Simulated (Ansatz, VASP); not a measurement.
## One calculation of Co, two programs

```
Co
1.0
     2.54532    0.00000    0.00000
    -1.27266    2.20431    0.00000
     0.00000    0.00000    4.10958
Co
2
Direct
  0.33333 0.66667 0.25000
  0.66667 0.33333 0.75000
```

Alike in both runs: task single point; functional revPBE; k mesh 23 × 23 × 13; occupations fermi-dirac, width 0.05 eV; collinear spin.

```csv
,VASP,Ansatz
version,VASP 6.6.1,Ansatz 0.2.0
potentials or method,"VASP PAW PBE potentials, release 64 (Co), cutoff 520 eV","plane waves (420 eV) with PAW, scalar-relativistic"
valence electrons in the cell,18,34
```

Ansatz gave:

```
pressure (GPa)                                                : -7.1
traceless stress, the component that is largest in VASP (GPa) : 0.32
net moment per atom (μB)                                      : 1.67
size of the moment on the site where the two differ most (μB) : 1.76
```

**Question.** What did VASP give for the same quantities?

**Answer.** Pressure (GPa): -7.6; traceless stress, the component that is largest in VASP (GPa): 0.17; net moment per atom (μB): 1.65; size of the moment on the site where the two differ most (μB): 1.69.

VASP's potentials were made for PBE, not for revPBE. Site moments also hang on the region over which each program counts them. VASP's potentials hold 18 valence electrons a cell and Ansatz's 34, so a difference there can come from the potentials and not from the codes.
